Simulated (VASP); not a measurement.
A run of VASP 6.6.1 is set up as follows.

Contents of INCAR:

```
SYSTEM = W
PREC = Accurate
ENCUT = 520
EDIFF = 1E-7
ISMEAR = -1
SIGMA = 0.1
LREAL = .False.
LASPH = .True.
NELM = 60
ALGO = Normal
ISIF = 2
LWAVE = .False.
LCHARG = .False.
GGA = PE
NBANDS = 13
```

KPOINTS

```
Automatic mesh
0
Gamma
  15 15 15
  0 0 0
```

POSCAR

```
W
1.0
   -1.5981684500      1.5823450000      1.5823450000
    1.5823450000     -1.5981684500      1.5823450000
    1.5823450000      1.5823450000     -1.5981684500
W
1
Direct
    0.0000000000      0.0000000000      0.0000000000
```

Potentials or basis: VASP PAW PBE potentials, release 64 (W_sv).

Run with:

```bash
$ cat potpaw_PBE.64/W_sv/POTCAR > POTCAR
$ mpirun -np 1 vasp_std > vasp.out
```

Problem. Estimate the pressure.

Solution. 6.4 GPa.

Problem. What does it give for the band gap on the k mesh?

Solution. Zero (bands 7 and 8 overlap by 5.70 eV).

Stress tensor (GPa, compression positive):
```
6.42 1.67 1.67
1.67 6.42 1.67
1.67 1.67 6.42
```

Caveat: the cell stands under pressure; spin-orbit coupling is left out, which moves the levels of the heavy elements.
